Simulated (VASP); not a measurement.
Wanted: the native input for a VASP 6.6.1 run.

```
Task                   : single point
Functional             : PBEsol
Potentials or basis    : VASP PAW PBE potentials, release 64 (Zn, S)
Cutoff                 : 520 eV
k mesh                 : 6 × 6 × 4
Occupations            : gaussian, width 0.01 eV
Spin                   : no spin polarisation
Dipole correction      : no
Further INCAR settings : ALGO = Normal; EDIFF = 1e-06; NBANDS = 26
```

The structure of ZnS lies in POSCAR:

```
ZnS
1.0
    3.6006784405      0.0000000000      0.0000000000
   -1.8003392203      3.1182790004      0.0000000000
    0.0000000000      0.0000000000      5.9549148922
Zn S
2 2
Direct
    0.3333333333      0.6666666667      0.0066966749
    0.6666666667      0.3333333333      0.5066966749
    0.3333333333      0.6666666667      0.3783033251
    0.6666666667      0.3333333333      0.8783033251
```

One way to write it, as run:

INCAR

```
SYSTEM = ZnS
ALGO = Normal
EDIFF = 1E-6
ENCUT = 520
GGA = PS
ISIF = 2
ISMEAR = 0
LASPH = .True.
LCHARG = .False.
LREAL = .False.
LWAVE = .False.
NBANDS = 26
NELM = 60
PREC = Accurate
SIGMA = 0.01
```

KPOINTS

```
k-points
0
Gamma
  6 6 4
  0 0 0
```

Potentials or basis: VASP PAW PBE potentials, release 64 (Zn, S).

The run is started by

```console
$ cat potpaw_PBE.64/Zn/POTCAR potpaw_PBE.64/S/POTCAR > POTCAR
$ mpirun -np 1 vasp_std > vasp.out
```

It gave:

| Property | Result |
| --- | --- |
| Pressure | 15.2 GPa |
| Largest force | 0.003 eV/Å |
| Band gap on the k mesh | 2.78 eV, direct |

Caveat: the PAW data sets were made with another functional, which shifts forces and pressure a little.

It took 37 s on 1 thread of Intel Xeon 6975P-C, on a shared host, peak memory 0.19 GiB.
